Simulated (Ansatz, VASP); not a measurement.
**One calculation of CO2, two programs**

File POSCAR:

```
CO2
1.0
    2.6429049853     -2.3798751837      0.0000000000
    2.6429049853      2.3798751837      0.0000000000
    0.0000000000      0.0000000000      6.4270279489
C O
2 4
Direct
    0.0000000000      0.0000000000      0.0000000000
    0.5000000000      0.5000000000      0.5000000000
    0.8037318635      0.1962681365      0.8928652631
    0.1962681365      0.8037318635      0.1071347369
    0.6962681365      0.3037318635      0.3928652631
    0.3037318635      0.6962681365      0.6071347369
```

The input INCAR.step1:

```
SYSTEM = CO2
PREC = Accurate
ENCUT = 520
EDIFF = 1E-5
ISMEAR = 0
SIGMA = 0.01
LREAL = .FALSE.
LASPH = .TRUE.
NELM = 100
ALGO = Normal
ISIF = 2
LWAVE = .TRUE.
LCHARG = .FALSE.
NBANDS = 25
GGA = PE
```

The input INCAR.step2:

```
SYSTEM = CO2
PREC = Accurate
ENCUT = 520
EDIFF = 1E-6
ISMEAR = 0
SIGMA = 0.01
LREAL = .FALSE.
LASPH = .TRUE.
NELM = 100
ALGO = Normal
ISIF = 2
LWAVE = .FALSE.
LCHARG = .FALSE.
GGA = PE
LHFCALC = .TRUE.
AEXX = 1.0
HFSCREEN = 0.2078
PRECFOCK = Fast
NBANDS = 25
ISTART = 1
ALDAC = 1.0
AGGAC = 1.0
```

KPOINTS

```
regular mesh
0
G
  4 4 2
  0 0 0
```

Input for Ansatz:

```yaml
crystal:
  lattice:
    - [2.6429049853, -2.3798751837, 0.0]
    - [2.6429049853, 2.3798751837, 0.0]
    - [0.0, 0.0, 6.4270279489]
  atoms:
    - { symbol: C, position: [0.0, 0.0, 0.0] }
    - { symbol: C, position: [0.5, 0.5, 0.5] }
    - { symbol: O, position: [0.8037318635, 0.1962681365, 0.8928652631] }
    - { symbol: O, position: [0.1962681365, 0.8037318635, 0.1071347369] }
    - { symbol: O, position: [0.6962681365, 0.3037318635, 0.3928652631] }
    - { symbol: O, position: [0.3037318635, 0.6962681365, 0.6071347369] }
kpoints:
  mp_grid: { grid: [4, 4, 2] }
hamiltonian:
  xc:
    exchange: pbe
    correlation: pbe
    exx: { coeff: 1.0, omega: 0.2078 }
scf:
  occupations: { method: fixed }
  n_extra_bands: 5
output:
  forces: true
  stress: true
  eigenvalues: true
```

Alike in both runs: task single point; functional PBE-based screened hybrid; k mesh 4 × 4 × 2; no spin polarisation.

```csv
,VASP,Ansatz
version,VASP 6.6.1,Ansatz 0.2.0
potentials or method,"VASP PAW PBE potentials, release 64 (C, O)",plane waves
plane-wave cutoff (eV),520,420
occupations,"gaussian, width 0.01 eV",fixed
valence electrons in the cell,32,32
```

|  | VASP | Ansatz | Ansatz less VASP |
| --- | --- | --- | --- |
| gap on the k mesh at the Fermi level (eV) | 13.91 | 13.93 | +0.020 |
| pressure (GPa) | -9.8 | -13.3 | -3.53 |
| traceless stress, the component that is largest in VASP (GPa) | 10.21 | 14.09 | +3.877 |
| rms of the force components (eV/Å) | 1.551 | 2.158 | +0.6067 |

VASP's potentials were made for PBE, not for PBE-based screened hybrid. Atom by atom the forces differ by 0.607 eV/Å (rms over components). Ansatz's warnings: stress exchange threshold loose, stress scf threshold loose.

The k mesh is coarse, so the values compare programs but aren't converged. Noted on VASP's run: the standard files for N, O and F lose accuracy on very short bonds.
